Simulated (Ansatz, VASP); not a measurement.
# InP in VASP and in Ansatz

The input INCAR:

```
PREC = Accurate
ENCUT = 520
EDIFF = 1E-7
ISMEAR = 0
SIGMA = 0.15
LREAL = F
LASPH = T
NELM = 60
ALGO = Normal
ISIF = 2
LWAVE = F
LCHARG = F
GGA = PE
NBANDS = 16
```

The input KPOINTS:

```
regular mesh
0
Gamma
  18 18 18
```

POSCAR

```
InP
1.0
    0.0000000000      2.7701604164      2.7147572081
    2.7701604164      0.0000000000      2.7147572081
    2.7701604164      2.7701604164      0.0000000000
In P
1 1
Direct
    0.0000000000      0.0000000000      0.0000000000
    0.5000000000      0.5000000000      0.5000000000
```

Input for Ansatz:

```yaml
crystal:
  lattice:
    - [0.0, 2.7701604164, 2.7147572081]
    - [2.7701604164, 0.0, 2.7147572081]
    - [2.7701604164, 2.7701604164, 0.0]
  atoms:
    - { symbol: In, position: [0.0, 0.0, 0.0] }
    - { symbol: P, position: [0.5, 0.5, 0.5] }
basis:
  ecutwfc: 420
kpoints:
  mp_grid: { grid: [18, 18, 18] }
hamiltonian:
  xc: pbe
scf:
  occupations: { method: gaussian, width: 0.15 }
output:
  forces: true
  stress: true
  eigenvalues: true
```

Change from the starting cell: strain -0.0200 x Voigt [0, 0, 1, 0, 0, 0], atoms carried along.

Alike in both runs: task single point; functional PBE; k mesh 18 × 18 × 18; occupations gaussian, width 0.15 eV; no spin polarisation.

```csv
,VASP,Ansatz
version,VASP 6.6.1,Ansatz 0.2.0
potentials or method,"VASP PAW PBE potentials, release 64 (In_d, P), cutoff 520 eV","scalar-relativistic, plane waves, PAW"
valence electrons in the cell,18,18
```

|  | VASP | Ansatz | Ansatz less VASP |
| --- | --- | --- | --- |
| gap on the k mesh at the Fermi level (eV) | none | none | - |
| pressure (GPa) | 1.6 | 1.6 | +0.03 |
| traceless stress, the component that is largest in VASP (GPa) | 1.68 | 1.69 | +0.007 |

A gap of «none» marks a metal or a gap that the smearing closes.
